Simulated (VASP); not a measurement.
Write the native input for VASP 6.6.1 that does the following.

| Property | Result |
| --- | --- |
| Task | single point |
| Functional | PBEsol |
| Potentials or basis | VASP PAW PBE potentials, release 64 (N) |
| Cutoff | 520 eV |
| k mesh | 20 × 22 × 20 |
| Occupations | gaussian, width 0.1 eV |
| Spin | no spin polarisation |
| Dipole correction | no |
| Further INCAR settings | ALGO = Normal; EDIFF = 1e-06; NBANDS = 8 |

The structure of N lies in POSCAR:

```
N
1.0
   -0.0138755109      1.6434944430      1.5036516681
    1.3733958923      0.1163802649      1.3733958923
    1.5036516681      1.6434944430     -0.0138755109
N
1
Direct
    0.0000000000      0.0000000000      0.0000000000
```

This cell differs from its parent crystal: strained.

One way to write it, as run:

INCAR

```
SYSTEM = N
PREC     = Accurate       ! precision mode
ENCUT    = 520            ! plane-wave cutoff, eV
EDIFF    = 1E-6           ! SCF threshold, eV
ISMEAR   = 0              ! smearing method
SIGMA    = 0.1            ! smearing width, eV
LREAL    = .False.        ! projectors in reciprocal space
LASPH    = .True.         ! aspherical terms in the spheres
NELM     = 80             ! most SCF steps
ALGO     = Normal         ! electronic algorithm
ISIF     = 2              ! what is computed and relaxed
LWAVE    = .False.        ! write WAVECAR
LCHARG   = .False.        ! write CHGCAR
GGA      = PS             ! functional
NBANDS   = 8              ! bands
```

KPOINTS

```
Automatic mesh
0
Gamma
  20 22 20
  0 0 0
```

Potentials or basis: VASP PAW PBE potentials, release 64 (N).

Run with:

```bash
$ cat potpaw_PBE.64/N/POTCAR > POTCAR
$ mpirun -np 1 vasp_std > vasp.out
```

It gave:

```
Pressure : 19.7 GPa
```

Caveat: the cell differs from its parent crystal (strained); the PAW data sets were made with another functional, which shifts forces and pressure a little.

Run time: 45 s on 1 thread of Intel(R) Xeon(R) Platinum 8559C (Emerald Rapids), with other jobs on the host, peak memory 0.2 GiB.
